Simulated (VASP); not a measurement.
TiCo3:

```
Ti Co
1.0
     3.60000    0.00000    0.00000
     0.00000    3.60000    0.00000
     0.00000    0.00000    3.60000
Ti Co
1 3
Direct
  0.00000 0.00000 0.00000
  0.00000 0.50000 0.50000
  0.50000 0.00000 0.50000
  0.50000 0.50000 0.00000
```

Base run:

| Property | Result |
| --- | --- |
| Program | VASP 6.6.1 |
| Functional | PBEsol |
| Potentials or basis | VASP PAW PBE potentials, release 64 (Ti_sv, Co) |
| Cutoff | 520 eV |
| k mesh | 12 × 12 × 12 |
| Occupations | gaussian, width 0.15 eV |
| Spin | collinear spin, ferromagnetic start |
| Starting moments | [0.9, 1.98, 1.98, 1.98] μB |
| Fixed moment | 6.84 μB |

Its results: pressure 11.9 GPa; site moments Ti +0.58; Co +1.99 μB.

Q: The run is repeated on the same cell with these changes: fixed moment from 6.84 μB to 5.32 μB; moments at the start from [0.9, 1.98, 1.98, 1.98] to [0.7, 1.54, 1.54, 1.54]. What comes out?

A: Pressure 3.9 GPa; site moments Ti +0.13; Co +1.68 μB.

Caveats: the cell stands under pressure; the PAW data sets were made with another functional, which shifts forces and pressure a little; the total moment is fixed, so each spin has its own Fermi level and the state may be an excited one.
